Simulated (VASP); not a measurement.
Input of a VASP 6.6.1 run:

File INCAR:

```
PREC = Accurate
ENCUT = 520
EDIFF = 1E-6
ISMEAR = 0
SIGMA = 0.1
LREAL = False
LASPH = True
NELM = 60
ALGO = Fast
ISIF = 2
LWAVE = False
LCHARG = False
GGA = PE
NBANDS = 12
```

The input KPOINTS:

```
Automatic mesh
0
Gamma
  20 20 20
```

The input POSCAR:

```
V
1.0
   -1.5280026373      1.5280026373      1.5280026373
    1.5280026373     -1.5280026373      1.5280026373
    1.5280026373      1.5280026373     -1.5280026373
V
1
Direct
    0.0000000000      0.0000000000      0.0000000000
```

Potentials or basis: VASP PAW PBE potentials, release 64 (V_sv).

Command:

```bash
$ cat potpaw_PBE.64/V_sv/POTCAR > POTCAR
$ mpirun -np 1 vasp_std > vasp.out
```

Task: Estimate the band gap on the k mesh.

Result: Zero (an odd number of electrons rules out a gap without spin polarisation).

Task: What does it give for the pressure?

Result: -9.4 GPa.

Caveat: the cell stands under tension.
